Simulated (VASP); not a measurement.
Set up this calculation in VASP 6.6.1, as the native input.

| Quantity | Value |
| --- | --- |
| Task | single point |
| Functional | r2SCAN |
| Potentials or basis | VASP PAW PBE potentials, release 64 (Hg, Te) |
| Cutoff | 520 eV |
| k mesh | 12 × 12 × 12 |
| Occupations | fermi-dirac, width 0.08 eV |
| Spin | no spin polarisation |
| Dipole correction | no |
| Further INCAR settings | ALGO = Normal; EDIFF = 1e-07; NBANDS = 16 |

HgTe (zincblende type):

```
Hg Te
1.0
     0.00000    3.28537    3.28537
     3.28537    0.00000    3.28537
     3.28537    3.28537    0.00000
Hg Te
1 1
Direct
  0.00000 0.00000 0.00000
  0.25000 0.25000 0.25000
```

These files were run (other wordings do the same):

POSCAR

```
HgTe
1.0
    0.0000000000      3.2853709493      3.2853709493
    3.2853709493      0.0000000000      3.2853709493
    3.2853709493      3.2853709493      0.0000000000
Hg Te
1 1
Direct
    0.0000000000      0.0000000000      0.0000000000
    0.2500000000      0.2500000000      0.2500000000
```

INCAR.step1

```
SYSTEM = HgTe
  ALGO = Normal
  EDIFF = 1E-4
  ENCUT = 520
  GGA = PE
  ISMEAR = -1
  LASPH = .TRUE.
  LCHARG = .FALSE.
  LREAL = .FALSE.
  LWAVE = .TRUE.
  NBANDS = 16
  NELM = 100
  PREC = Accurate
  SIGMA = 0.08
```

INCAR.step2

```
SYSTEM = HgTe
  ALGO = Normal
  EDIFF = 1E-7
  ENCUT = 520
  ISIF = 2
  ISMEAR = -1
  ISTART = 1
  LASPH = .TRUE.
  LCHARG = .FALSE.
  LMIXTAU = .TRUE.
  LREAL = .FALSE.
  LWAVE = .FALSE.
  METAGGA = R2SCAN
  NBANDS = 16
  NELM = 100
  PREC = Accurate
  SIGMA = 0.08
```

KPOINTS

```
k-points
0
G
  12 12 12
  0 0 0
```

Potentials or basis: VASP PAW PBE potentials, release 64 (Hg, Te).

Run with:

```console
$ cat potpaw_PBE.64/Hg/POTCAR potpaw_PBE.64/Te/POTCAR > POTCAR
$ cp INCAR.step1 INCAR
$ mpirun -np 1 vasp_std > vasp.out
$ cp INCAR.step2 INCAR
$ mpirun -np 1 vasp_std > vasp.out
```

It gave:

```
Pressure               : 0.1 GPa
Band gap on the k mesh : zero (filled and empty bands touch)
```

Caveat: the PAW data sets were made with another functional, which shifts forces and pressure a little; spin-orbit coupling is left out, which moves the levels of the heavy elements.

Run time: 4.9 min on 1 thread of Intel(R) Xeon(R) Platinum 8259CL CPU @ 2.50GHz (Skylake/Cascade Lake) (shared host), peak memory 0.27 GiB.
